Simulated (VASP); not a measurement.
Here is a VASP 6.6.1 calculation.

The input INCAR:

```
PREC = Accurate
ENCUT = 520
EDIFF = 1E-6
ISMEAR = -1
SIGMA = 0.1
LREAL = F
LASPH = T
NELM = 100
ALGO = Normal
ISIF = 2
LWAVE = F
LCHARG = T
GGA = B5
ALDAX = 1.0
AGGAX = 1.0
AGGAC = 1.0
ALDAC = 0.0
LELF = T
LVHAR = T
NBANDS = 12
```

KPOINTS

```
regular mesh
0
Gamma
  14 14 14
```

File POSCAR:

```
Nb
1.0
    0.0000000000      2.1645253238      2.1645253238
    2.1645253238      0.0000000000      2.1645253238
    2.1645253238      2.1645253238      0.0000000000
Nb
1
Direct
    0.0000000000      0.0000000000      0.0000000000
```

Potentials or basis: VASP PAW PBE potentials, release 64 (Nb_sv).

Command:

```bash
$ cat potpaw_PBE.64/Nb_sv/POTCAR > POTCAR
$ mpirun -np 1 vasp_std > vasp.out
```

Task: What does it give for the pressure?

Result: -5.7 GPa.

Caveat: the PAW data sets were made with another functional, which shifts forces and pressure a little.
